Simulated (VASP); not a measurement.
# SbPt (P6_3/mmc) in VASP: a series of runs

Runs on SbPt. Level: PBEsol. Tasks: single point.

Everything below comes from runs of VASP 6.6.1. Logs are shortened: lines on timing, memory, paths and dates and some standing lists are left out, and cuts for length are marked.

### 1 The cell of the first run

The structure is hexagonal, space group P6_3/mmc (No. 194). The conventional cell has a = 4.074 Å, b = 4.074 Å, c = 5.387 Å, α = 90.00°, β = 90.00°, γ = 120.00°. Within 3.6 Å of Sb (site symmetry -6m2) lie 6 Pt at 2.71 Å and 6 Sb at 3.58 Å. Within 3.6 Å of Pt (site symmetry -3m) lie 2 Pt at 2.69 Å and 6 Sb at 2.71 Å.

### 2 Single point, PBEsol (19.36 Å³/atom)

File INCAR:

```
SYSTEM = SbPt
  PREC = Accurate
  ENCUT = 520
  EDIFF = 1E-6
  ISMEAR = 0
  SIGMA = 0.1
  LREAL = .FALSE.
  LASPH = .TRUE.
  NELM = 100
  ALGO = Normal
  ISIF = 2
  LWAVE = .FALSE.
  LCHARG = .FALSE.
  GGA = PS
  NBANDS = 23
```

File KPOINTS:

```
Automatic mesh
0
G
  12 12 8
  0 0 0
```

File POSCAR:

```
SbPt
1.0
    4.0742721036      0.0000000000      0.0000000000
   -2.0371360518      3.5284231436      0.0000000000
    0.0000000000      0.0000000000      5.3867935976
Sb Pt
2 2
Direct
    0.3333333333      0.6666666667      0.2500000000
    0.6666666667      0.3333333333      0.7500000000
    0.0000000000      0.0000000000      0.0000000000
    0.0000000000      0.0000000000      0.5000000000
```

Potentials or basis: VASP PAW PBE potentials, release 64 (Sb, Pt).

Run with:

```sh
cat potpaw_PBE.64/Sb/POTCAR potpaw_PBE.64/Pt/POTCAR > POTCAR
mpirun -np 1 vasp_std > vasp.out
```

OUTCAR:

```text
SYSTEM = SbPt
   PREC = Accurate
   ENCUT = 520
   EDIFF = 1E-6
   ISMEAR = 0
   LREAL = .FALSE.
   LASPH = .TRUE.
   NELM = 100
   ISIF = 2
   GGA = PS

 ion  position               nearest neighbor table
   1  0.333  0.667  0.250-   3 2.71   4 2.71   3 2.71   4 2.71   3 2.71   4 2.71   2 3.58   2 3.58
                             2 3.58   2 3.58   2 3.58   2 3.58
   2  0.667  0.333  0.750-   3 2.71   4 2.71   3 2.71   4 2.71   3 2.71   4 2.71   1 3.58   1 3.58
                             1 3.58   1 3.58   1 3.58   1 3.58
   3  0.000  0.000  0.000-   4 2.69   4 2.69   1 2.71   2 2.71   1 2.71   2 2.71   2 2.71   1 2.71

   4  0.000  0.000  0.500-   3 2.69   3 2.69   1 2.71   2 2.71   1 2.71   2 2.71   2 2.71   1 2.71

  LATTYP: Found a hexagonal cell.
 ALAT       =     4.0742721036
 C/A-ratio  =     1.3221487079

  Lattice vectors:

 A1 = (   4.0742721036,   0.0000000000,   0.0000000000)
 A2 = (  -2.0371360518,   3.5284231436,   0.0000000000)
 A3 = (   0.0000000000,   0.0000000000,   5.3867935976)

Analysis of symmetry for initial positions (statically):
=====================================================================
 Subroutine PRICEL returns:
 Original cell was already a primitive cell.

 Routine SETGRP: Setting up the symmetry group for a
 hexagonal supercell.

 Subroutine GETGRP returns: Found 24 space group operations
 (whereof 12 operations were pure point group operations)
 out of a pool of 24 trial point group operations.

The static configuration has the point symmetry D_3d.
 The point group associated with its full space group is D_6h.

Analysis of symmetry for dynamics (positions and initial velocities):
=====================================================================
 Subroutine PRICEL returns:
 Original cell was already a primitive cell.

 Routine SETGRP: Setting up the symmetry group for a
 hexagonal supercell.

 Subroutine GETGRP returns: Found 24 space group operations
 (whereof 12 operations were pure point group operations)
 out of a pool of 24 trial point group operations.

The dynamic configuration has the point symmetry D_3d.
 The point group associated with its full space group is D_6h.

 Subroutine INISYM returns: Found 24 space group operations
 (whereof 12 operations are pure point group operations),
 and found     1 'primitive' translations

----------------------------------------------------------------------------------------

                                     Primitive cell

  volume of cell :      77.4392

[... 93 lines left out ...]
   LREAL  =      F    real-space projection
   EDIFFG = 0.1E-04   stopping-criterion for IOM
   NSW    =      0    number of steps for IOM
   IBRION =     -1    ionic relax: 0-MD 1-quasi-New 2-CG
   NFREE  =      0    steps in history (QN), initial steepest desc. (CG)
   ISIF   =      2    stress and relaxation
   ISYM   =      2    0-nonsym 1-usesym 2-fastsym
   POTIM  = 0.5000    time-step for ionic-motion
   TEBEG  =    0.0;   TEEND  =   0.0 temperature during run
   PSTRESS=    0.0 pullay stress
   NELECT =      30.0000    total number of electrons
   NUPDOWN=      -1.0000    fix difference up-down
   EMIN   =  10.00;   EMAX   =-10.00  energy-range for DOS
   EFERMI =   0.00;   METHOD = LEGACY
   ISMEAR =     0;   SIGMA  =   0.10  broadening in eV -4-tet -1-fermi 0-gaus
   EFERMI_NEDOS =   21; number of points for ismear=-14 and -15
   IALGO  =     38    algorithm
   IMIX   =      4    mixing-type and parameters
     AMIX     =   0.40;   BMIX     =  1.00
     AMIX_MAG =   1.60;   BMIX_MAG =  1.00
  volume/ion in A,a.u.               =      19.36       130.65
  Fermi-wavevector in a.u.,A,eV,Ry     =   1.193424  2.255245 19.378258  1.424262
  Thomas-Fermi vector in A             =   2.329439
   LORBIT       =      0    0 simple, 1 ext, 2 COOP (PROOUT), +10 PAW based schemes
   GGA     = PS    functional components
   LHFCALC =     F    Hartree Fock is set to
   AEXX    =    0.0000 exact exchange contribution
   IVDW    =     0    specifies the selected vdW correction
   LEPSILON=     F    determine dielectric tensor
   LRPA    =     F    only Hartree local field effects (RPA)
 non-spin polarized calculation
 Gauss-broadening in eV      SIGMA  =   0.10
  energy-cutoff  :      520.00
  volume of cell :       77.44
 maximum number of plane-waves:      2108
   NGX = 15   NGY = 15   NGZ = 21

 number of electron      30.0000001 magnetization

 Free energy of the ion-electron system (eV)
  ---------------------------------------------------
  ext. energy  EPLUGINS =         0.00000000
  ---------------------------------------------------
  free energy    TOTEN  =       -24.60653405 eV

  energy without entropy =      -24.59935150  energy(sigma->0) =      -24.60294278

 E-fermi :  10.8289     XC(G=0): -11.8202

 val. band max:       10.8207118539   @ k =   0.2500   0.0000   0.0000
 cond. band min:      10.8403113686   @ k =   0.0833   0.0000   0.1250
 fundamental gap:      0.0195995147
 Fermi energy:        10.8289491678

 k-point     1 :       0.0000    0.0000    0.0000
  band No.  band energies     occupation
      1      -2.6312      2.00000
      2       1.6339      2.00000
      3       3.3500      2.00000
      4       4.3652      2.00000
      5       4.3652      2.00000
      6       4.4079      2.00000
[... 613 lines left out ...]
     22      17.5547      0.00000
     23      18.4642      0.00000

 [... further k-points ...]

------------------------ aborting loop because EDIFF is reached ----------------------------------------

  FORCE on cell =-STRESS in cart. coord.  units (eV):
  Direction    XX          YY          ZZ          XY          YZ          ZX
  --------------------------------------------------------------------------------------
  -------------------------------------------------------------------------------------
  Total        4.8304255      4.8304255      4.8011570     -0.0000000      0.0000000      0.0000000
  in kB       99.9389875     99.9389875     99.3334370     -0.0000000      0.0000000      0.0000000
  external PRESSURE =      99.7371373 kB  Pullay stress =       0.0000000 kB

 VOLUME and BASIS-vectors are now :
 -----------------------------------------------------------------------------
  energy-cutoff  :      520.00
  volume of cell :       77.44
      direct lattice vectors                 reciprocal lattice vectors
     4.074272104  0.000000000  0.000000000     0.245442615  0.141706360  0.000000000
    -2.037136052  3.528423144  0.000000000     0.000000000  0.283412720  0.000000000
     0.000000000  0.000000000  5.386793598     0.000000000  0.000000000  0.185639190

 POSITION                                       TOTAL-FORCE (eV/Angst)
 -----------------------------------------------------------------------------------
     -0.00000      2.35228      1.34670        -0.000000     -0.000000      0.000000
      2.03714      1.17614      4.04010         0.000000      0.000000      0.000000
      0.00000      0.00000      0.00000         0.000000      0.000000      0.000000
      0.00000      0.00000      2.69340        -0.000000      0.000000      0.000000
 -----------------------------------------------------------------------------------
    total drift:                                0.000000     -0.000000      0.000000

  FREE ENERGIE OF THE ION-ELECTRON SYSTEM (eV)
  ---------------------------------------------------
  free  energy   TOTEN  =       -24.6065340525 eV

  energy  without entropy=      -24.5993515001  energy(sigma->0) =      -24.60294278
```

Wall time 54 s (1 thread of Intel Xeon Platinum 8559C (Emerald Rapids), shared host); peak memory 0.29 GiB.

What came out:

```yaml
Free_energy: -24.6065 eV
Pressure: 10.0 GPa
Band_gap_on_the_k_mesh: zero (bands 15 and 16 overlap by 4.38 eV)
```

Caveat: the cell stands under pressure; the PAW data sets were made with another functional, which shifts forces and pressure a little; spin-orbit coupling is left out, which moves the levels of the heavy elements.

### 3 Single point, PBEsol (19.98 Å³/atom)

This run uses another cell than the first one, of 19.98 Å³/atom.

File INCAR:

```
ALGO = Normal
EDIFF = 1E-6
ENCUT = 520
GGA = PS
ISIF = 2
ISMEAR = 0
LASPH = T
LCHARG = F
LREAL = F
LWAVE = F
NBANDS = 23
NELM = 60
PREC = Accurate
SIGMA = 0.1
```

File KPOINTS:

```
k-points
0
Gamma
  12 12 8
```

File POSCAR:

```
SbPt
1.0
    4.1228710670      0.0000000000      0.0000000000
   -2.0614355335      3.5705110805      0.0000000000
    0.0000000000      0.0000000000      5.4284365961
Sb Pt
2 2
Direct
    0.3333333333      0.6666666667      0.2500000000
    0.6666666667      0.3333333333      0.7500000000
    0.0000000000      0.0000000000      0.0000000000
    0.0000000000      0.0000000000      0.5000000000
```

Potentials or basis: VASP PAW PBE potentials, release 64 (Sb, Pt).

Run with:

```sh
cat potpaw_PBE.64/Sb/POTCAR potpaw_PBE.64/Pt/POTCAR > POTCAR
mpirun -np 1 vasp_std > vasp.out
```

OUTCAR:

```text
EDIFF = 1E-6
   ENCUT = 520
   GGA = PS
   ISIF = 2
   ISMEAR = 0
   LASPH = T
   LREAL = F
   NELM = 60
   PREC = Accurate

 ion  position               nearest neighbor table
   1  0.333  0.667  0.250-   3 2.74   4 2.74   3 2.74   4 2.74   3 2.74   4 2.74   2 3.61   2 3.61
                             2 3.61   2 3.61   2 3.61   2 3.61
   2  0.667  0.333  0.750-   3 2.74   4 2.74   3 2.74   4 2.74   3 2.74   4 2.74   1 3.61   1 3.61
                             1 3.61   1 3.61   1 3.61   1 3.61
   3  0.000  0.000  0.000-   4 2.71   4 2.71   1 2.74   2 2.74   1 2.74   2 2.74   2 2.74   1 2.74

   4  0.000  0.000  0.500-   3 2.71   3 2.71   1 2.74   2 2.74   1 2.74   2 2.74   2 2.74   1 2.74

  LATTYP: Found a hexagonal cell.
 ALAT       =     4.1228710670
 C/A-ratio  =     1.3166641663

  Lattice vectors:

 A1 = (   4.1228710670,   0.0000000000,   0.0000000000)
 A2 = (  -2.0614355335,   3.5705110805,   0.0000000000)
 A3 = (   0.0000000000,   0.0000000000,   5.4284365961)

Analysis of symmetry for initial positions (statically):
=====================================================================
 Subroutine PRICEL returns:
 Original cell was already a primitive cell.

 Routine SETGRP: Setting up the symmetry group for a
 hexagonal supercell.

 Subroutine GETGRP returns: Found 24 space group operations
 (whereof 12 operations were pure point group operations)
 out of a pool of 24 trial point group operations.

The static configuration has the point symmetry D_3d.
 The point group associated with its full space group is D_6h.

Analysis of symmetry for dynamics (positions and initial velocities):
=====================================================================
 Subroutine PRICEL returns:
 Original cell was already a primitive cell.

 Routine SETGRP: Setting up the symmetry group for a
 hexagonal supercell.

[... 126 lines left out ...]
   IALGO  =     38    algorithm
   IMIX   =      4    mixing-type and parameters
     AMIX     =   0.40;   BMIX     =  1.00
     AMIX_MAG =   1.60;   BMIX_MAG =  1.00
  volume/ion in A,a.u.               =      19.98       134.82
  Fermi-wavevector in a.u.,A,eV,Ry     =   1.180992  2.231751 18.976618  1.394742
  Thomas-Fermi vector in A             =   2.317274
   LORBIT       =      0    0 simple, 1 ext, 2 COOP (PROOUT), +10 PAW based schemes
   GGA     = PS    functional components
   LHFCALC =     F    Hartree Fock is set to
   AEXX    =    0.0000 exact exchange contribution
   IVDW    =     0    specifies the selected vdW correction
   LEPSILON=     F    determine dielectric tensor
   LRPA    =     F    only Hartree local field effects (RPA)
 non-spin polarized calculation
 Gauss-broadening in eV      SIGMA  =   0.10
  energy-cutoff  :      520.00
  volume of cell :       79.91
 maximum number of plane-waves:      2199
 NGX is ok and might be reduce to    32
   NGX = 15   NGY = 15   NGZ = 21

 number of electron      29.9999995 magnetization

 Free energy of the ion-electron system (eV)
  ---------------------------------------------------
  ext. energy  EPLUGINS =         0.00000000
  ---------------------------------------------------
  free energy    TOTEN  =       -24.71683256 eV

  energy without entropy =      -24.70897591  energy(sigma->0) =      -24.71290423

 E-fermi :  10.2720     XC(G=0): -11.6605

 val. band max:       10.2571294266   @ k =   0.3333  -0.0000   0.3750
 cond. band min:      10.3091246598   @ k =   0.2500  -0.0000   0.0000
 fundamental gap:      0.0519952332
 Fermi energy:        10.2719873158

 k-point     1 :       0.0000    0.0000    0.0000
  band No.  band energies     occupation
      1      -2.8493      2.00000
      2       1.2250      2.00000
      3       3.1043      2.00000
      4       4.0856      2.00000
      5       4.0856      2.00000
      6       4.1307      2.00000
[... 613 lines left out ...]
     22      16.8957      0.00000
     23      17.8116      0.00000

 [... further k-points ...]

------------------------ aborting loop because EDIFF is reached ----------------------------------------

  FORCE on cell =-STRESS in cart. coord.  units (eV):
  Direction    XX          YY          ZZ          XY          YZ          ZX
  --------------------------------------------------------------------------------------
  -------------------------------------------------------------------------------------
  Total        2.2064738      2.2064738      2.1807672     -0.0000000      0.0000000     -0.0000000
  in kB       44.2389125     44.2389125     43.7235064     -0.0000000      0.0000000     -0.0000000
  external PRESSURE =      44.0671105 kB  Pullay stress =       0.0000000 kB

 VOLUME and BASIS-vectors are now :
 -----------------------------------------------------------------------------
  energy-cutoff  :      520.00
  volume of cell :       79.91
      direct lattice vectors                 reciprocal lattice vectors
     4.122871067  0.000000000  0.000000000     0.242549423  0.140035975  0.000000000
    -2.061435534  3.570511081  0.000000000     0.000000000  0.280071950  0.000000000
     0.000000000  0.000000000  5.428436596     0.000000000  0.000000000  0.184215102

 POSITION                                       TOTAL-FORCE (eV/Angst)
 -----------------------------------------------------------------------------------
     -0.00000      2.38034      1.35711         0.000000     -0.000000      0.000000
      2.06144      1.19017      4.07133        -0.000000      0.000000      0.000000
      0.00000      0.00000      0.00000         0.000000      0.000000      0.000000
      0.00000      0.00000      2.71422        -0.000000      0.000000      0.000000
 -----------------------------------------------------------------------------------
    total drift:                               -0.000000      0.000000     -0.000000

  FREE ENERGIE OF THE ION-ELECTRON SYSTEM (eV)
  ---------------------------------------------------
  free  energy   TOTEN  =       -24.7168325579 eV

  energy  without entropy=      -24.7089759072  energy(sigma->0) =      -24.71290423
```

OSZICAR:

```text
N       E                     dE             d eps       ncg     rms          rms(c)
DAV:   1     0.166132693063E+03    0.16613E+03   -0.12611E+04  4386   0.114E+03
DAV:   2    -0.184501864022E+02   -0.18458E+03   -0.17271E+03  5190   0.231E+02
DAV:   3    -0.253116840294E+02   -0.68615E+01   -0.67070E+01  5240   0.470E+01
DAV:   4    -0.253879588446E+02   -0.76275E-01   -0.76231E-01  4854   0.541E+00
DAV:   5    -0.253891082238E+02   -0.11494E-02   -0.11493E-02  5407   0.704E-01    0.145E+01
DAV:   6    -0.248522817253E+02    0.53683E+00   -0.18229E+00  4867   0.105E+01    0.721E+00
DAV:   7    -0.247461701564E+02    0.10611E+00   -0.18908E-01  4545   0.338E+00    0.366E+00
DAV:   8    -0.247172254791E+02    0.28945E-01   -0.68032E-02  4937   0.184E+00    0.313E-01
DAV:   9    -0.247169309128E+02    0.29457E-03   -0.18404E-03  4993   0.264E-01    0.192E-01
DAV:  10    -0.247168364999E+02    0.94413E-04   -0.67059E-04  4538   0.150E-01    0.429E-02
DAV:  11    -0.247168316539E+02    0.48461E-05   -0.17709E-05  5449   0.288E-02    0.201E-02
DAV:  12    -0.247168325579E+02   -0.90407E-06   -0.20614E-06  4275   0.892E-03
   1 F= -.24716833E+02 E0= -.24712904E+02  d E =-.785665E-02
```

stdout:

```text
POSCAR found type information on POSCAR SbPt
 POSCAR found :  2 types and       4 ions
 scaLAPACK will be used
 -----------------------------------------------------------------------------
|                                                                             |
|                                                                             |
|     You enforced a specific xc type in the INCAR file but a different       |
|     I HOPE YOU KNOW WHAT YOU ARE DOING!                                     |
|                                                                             |
 -----------------------------------------------------------------------------

 LDA part: xc-table for (Slater+PW92), standard interpolation
 POSCAR, INCAR and KPOINTS ok, starting setup
 FFT: planning ... GRIDC
 FFT: planning ... GRID_SOFT
 FFT: planning ... GRID
 WAVECAR not read
 entering main loop
```

Wall time 49 s (1 thread of Intel Xeon Platinum 8559C (Emerald Rapids), shared host); peak memory 0.3 GiB.

Results:

| Property | Result |
| --- | --- |
| Free energy | -24.7168 eV |
| Pressure | 4.4 GPa |
| Band gap on the k mesh | zero (bands 15 and 16 overlap by 4.21 eV) |

Caveat: the cell stands under pressure; the PAW data sets were made with another functional, which shifts forces and pressure a little; spin-orbit coupling is left out, which moves the levels of the heavy elements.

### 4 Single point, PBEsol

This run uses another cell than the first one, of 20.60 Å³/atom.

File INCAR:

```
PREC = Accurate
ENCUT = 520
EDIFF = 1E-7
ISMEAR = 0
SIGMA = 0.1
LREAL = F
LASPH = T
NELM = 100
ALGO = Normal
ISIF = 2
LWAVE = F
LCHARG = T
GGA = PS
LELF = T
LVHAR = T
NBANDS = 23
```

File KPOINTS:

```
regular mesh
0
Gamma
  12 12 8
```

File POSCAR:

```
SbPt
1.0
    4.1707838793      0.0000000000      0.0000000000
   -2.0853919396      3.6120047932      0.0000000000
    0.0000000000      0.0000000000      5.4684868214
Sb Pt
2 2
Direct
    0.3333333333      0.6666666667      0.2500000000
    0.6666666667      0.3333333333      0.7500000000
    0.0000000000      0.0000000000      0.0000000000
    0.0000000000      0.0000000000      0.5000000000
```

Run with:

```sh
cat potpaw_PBE.64/Sb/POTCAR potpaw_PBE.64/Pt/POTCAR > POTCAR
mpirun -np 1 vasp_std > vasp.out
```

Wall time 62 s (1 thread of Intel Xeon Platinum 8559C (Emerald Rapids), shared host); peak memory 0.31 GiB.

It converged, with:

| Quantity | Value |
| --- | --- |
| Free energy | -24.7486 eV |
| Pressure | -0.2 GPa |
| Band gap on the k mesh | zero (bands 15 and 16 overlap by 4.05 eV) |

Levels at points of the mesh, in eV from the Fermi level:
```tsv
k point	band 12	band 13	band 14	band 15	band 16	band 17	band 18	band 19
(0.00, 0.00, 0.00)	-2.07	-0.11	-0.11	0.82	2.32	2.35	3.51	3.51
(0.50, 0.00, 0.00)	-2.94	-2.67	-2.22	-2.05	-0.68	1.96	4.18	4.29
(0.00, 0.00, 0.50)	-3.58	-1.21	-1.21	2.31	2.31	2.31	2.31	5.21
(0.50, 0.00, 0.50)	-3.17	-3.03	-3.03	0.35	0.35	1.67	1.67	3.97
```

Caveat: the PAW data sets were made with another functional, which shifts forces and pressure a little; spin-orbit coupling is left out, which moves the levels of the heavy elements.

### 5 Overview

```tsv
cell	gap on the mesh (eV)	pressure (GPa)
a = 4.074, b = 4.074, c = 5.387 Å, angles 90.0, 90.0, 120.0°, 4 atoms	none	10.0
a = 4.123, b = 4.123, c = 5.428 Å, angles 90.0, 90.0, 120.0°, 4 atoms	none	4.4
a = 4.171, b = 4.171, c = 5.468 Å, angles 90.0, 90.0, 120.0°, 4 atoms	none	-0.2
```

Alike in all rows: task single point; level PBEsol; potentials or basis VASP PAW PBE potentials, release 64 (Sb, Pt); no spin polarisation; k mesh 12 × 12 × 8; cutoff (eV) 520; smearing gaussian 0.1 eV.

Caveats: the PAW data sets were made with another functional, which shifts forces and pressure a little; spin-orbit coupling is left out, which moves the levels of the heavy elements; the cell stands under pressure (at least some runs).

Absolute energies hang on the potentials; compare differences alone.

The gap in the log of VASP goes by the Fermi energy; the results here count the filled bands.